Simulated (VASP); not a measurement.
## InGaAs2: single point with r2SCAN

The system is InGaAs2.

```xyz
4
Lattice="4.0983 0.0000 0.0000 0.0000 4.0983 0.0000 0.0000 0.0000 5.7833" Properties=species:S:1:pos:R:3 pbc="T T T"
In    0.0000    0.0000    2.8916
Ga    2.0491    2.0491    0.0000
As    2.0491    0.0000    4.4443
As    0.0000    2.0491    1.3390
```

This cell differs from its parent crystal: strain -0.030 along x and y, -0.030 along z.

| Item | Value |
| --- | --- |
| Program | VASP 6.6.1 |
| Task | single point |
| Functional | r2SCAN |
| Potentials or basis | VASP PAW PBE potentials, release 64 (In_d, Ga_d, As) |
| Cutoff | 520 eV |
| k mesh | 8 × 8 × 6 |
| Occupations | gaussian, width 0.03 eV |
| Spin | no spin polarisation |
| Dipole correction | no |
| Further INCAR settings | ALGO = Normal; EDIFF = 1e-06; NBANDS = 26 |

* Pressure: 3.7 GPa
* Largest force: 0.167 eV/Å
* Band gap on the k mesh: 0.62 eV

Forces in eV/Å, atoms in the order of the input:
```
In   0.000  0.000  0.000
Ga   0.000  0.000  0.000
As   0.000  0.000  0.167
As   0.000  0.000 -0.167
```

Stress tensor (GPa, compression positive):
```
3.52 0.00 0.00
0.00 3.52 0.00
0.00 0.00 4.09
```

Levels at points of the mesh, in eV from the valence-band top:
```tsv
k point	band 14	band 15	band 16	band 17	band 18	band 19	band 20	band 21	band 22	band 23
(0.00, 0.00, 0.00)	-2.80	-2.80	-0.12	0.00	0.00	0.62	1.75	2.15	4.17	4.17
(0.50, 0.00, 0.00)	-5.21	-3.43	-3.18	-1.60	-0.97	2.46	3.63	5.41	5.60	5.74
(0.50, 0.50, 0.00)	-6.16	-2.87	-2.71	-2.71	-2.52	1.72	1.72	2.03	2.26	10.27
(0.00, 0.00, 0.50)	-3.91	-2.07	-2.07	-1.38	-1.38	2.17	2.24	3.33	3.86	6.73
(0.50, 0.00, 0.50)	-6.36	-1.56	-1.18	-1.13	-0.86	1.04	1.67	4.69	4.95	5.06
(0.50, 0.50, 0.50)	-5.85	-3.55	-3.45	-3.35	-3.35	4.83	4.84	4.84	5.05	5.75
```

It took 15 min on 1 thread of Intel Xeon 8259CL, on a shared host, peak memory 0.32 GiB.

Caveat: the cell differs from its parent crystal (strain -0.030 along x and y, -0.030 along z); the cell stands under pressure; the PAW data sets were made with another functional, which shifts forces and pressure a little; spin-orbit coupling is left out, which moves the levels of the heavy elements. A k mesh can miss the band edges.
